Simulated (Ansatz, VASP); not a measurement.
# Bi in VASP and in Ansatz

```
Bi
1.0
     3.52402   -3.16438    0.00000
     3.52402    3.16438    0.00000
    -1.27303    0.00000    3.05128
Bi
2
Direct
  0.75306 0.75306 0.85738
  0.24694 0.24694 0.14262
```

Change from the starting cell: strain_z_fixed_volume = -0.02.

Alike in both runs: functional PBE; k mesh 6 × 6 × 9; occupations fermi-dirac, width 0.05 eV; no spin polarisation.

```csv
,VASP,Ansatz
version,VASP 6.6.1,Ansatz 0.2.0
potentials or method,"VASP PAW PBE potentials, release 64 (Bi_d), cutoff 520 eV","all-electron LAPW, scalar-relativistic"
task,single point,band structure
```

Ansatz gave:

```
gap on the k mesh at the Fermi level (eV)                     : none
pressure (GPa)                                                : 0.1
traceless stress, the component that is largest in VASP (GPa) : 1.76
rms of the force components (eV/Å)                            : 0.029
```

Estimate VASP's values.

gap on the k mesh at the Fermi level (eV): none; pressure (GPa): 0.1; traceless stress, the component that is largest in VASP (GPa): 1.75; rms of the force components (eV/Å): 0.027.

Atom by atom the forces differ by 0.001 eV/Å (rms over components). A gap of «none» marks a metal or a gap that the smearing closes. Ansatz ran all-electron here, and VASP with PAW potentials.

Spin-orbit coupling is off throughout.
